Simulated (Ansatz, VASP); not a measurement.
# One calculation of AgCl, two programs

File INCAR:

```
SYSTEM = AgCl
PREC = Accurate ; ENCUT = 520
EDIFF = 1E-7 ; ISMEAR = -1
SIGMA = 0.01 ; LREAL = .FALSE.
LASPH = .TRUE. ; NELM = 60
ALGO = Normal ; ISIF = 2
LWAVE = .FALSE. ; LCHARG = .TRUE.
GGA = PE ; LELF = .TRUE.
LVHAR = .TRUE. ; NBANDS = 16
```

File KPOINTS:

```
regular mesh
0
G
  9 9 9
  0 0 0
```

File POSCAR:

```
AgCl
1.0
    3.4339730000      0.0000000000      0.0000000000
    0.0000000000      3.4339730000      0.0000000000
    0.0000000000      0.0000000000      3.5369921900
Ag Cl
1 1
Direct
    0.0000000000      0.0000000000      0.0000000000
    0.5000000000      0.5000000000      0.5000000000
```

Input for Ansatz:

```yaml
crystal:
  lattice:
    - [3.433973, 0.0, 0.0]
    - [0.0, 3.433973, 0.0]
    - [0.0, 0.0, 3.53699219]
  atoms:
    - { symbol: Ag, position: [0.0, 0.0, 0.0] }
    - { symbol: Cl, position: [0.5, 0.5, 0.5] }
kpoints:
  mp_grid: { grid: [9, 9, 9] }
  band_path:
    path:
      - [0.0, 0.0, 0.0]
      - [0.0, 0.5, 0.0]
      - [0.5, 0.5, 0.0]
      - [0.0, 0.0, 0.0]
      - [0.0, 0.0, 0.5]
      - [0.0, 0.5, 0.5]
      - [0.5, 0.5, 0.5]
      - [0.0, 0.0, 0.5]
      - [0.0, 0.5, 0.0]
    npoints: 5
scf:
  occupations: { method: fermi_dirac, width: 0.01 }
hamiltonian:
  xc: pbe
  pseudopotentials: { kind: all_electron, lapw: { basis_error: 0.001 } }
output:
  forces: true
  stress: true
  eigenvalues: true
```

Change from the starting cell: zz strain of +3 %.

Alike in both runs: task single point; functional PBE; k mesh 9 × 9 × 9; occupations fermi-dirac, width 0.01 eV; no spin polarisation.

|  | VASP | Ansatz |
| --- | --- | --- |
| version | VASP 6.6.1 | Ansatz 0.2.0 |
| potentials or method | VASP PAW PBE potentials, release 64 (Ag, Cl), cutoff 520 eV | all-electron LAPW, scalar-relativistic |

|  | VASP | Ansatz | Ansatz less VASP |
| --- | --- | --- | --- |
| gap on the k mesh at the Fermi level (eV) | 0.57 | 0.57 | +0.002 |
| pressure (GPa) | -1.5 | -1.4 | +0.13 |
| traceless stress, the component that is largest in VASP (GPa) | -0.89 | -0.89 | +0.001 |

Ansatz ran all-electron here, and VASP with PAW potentials.
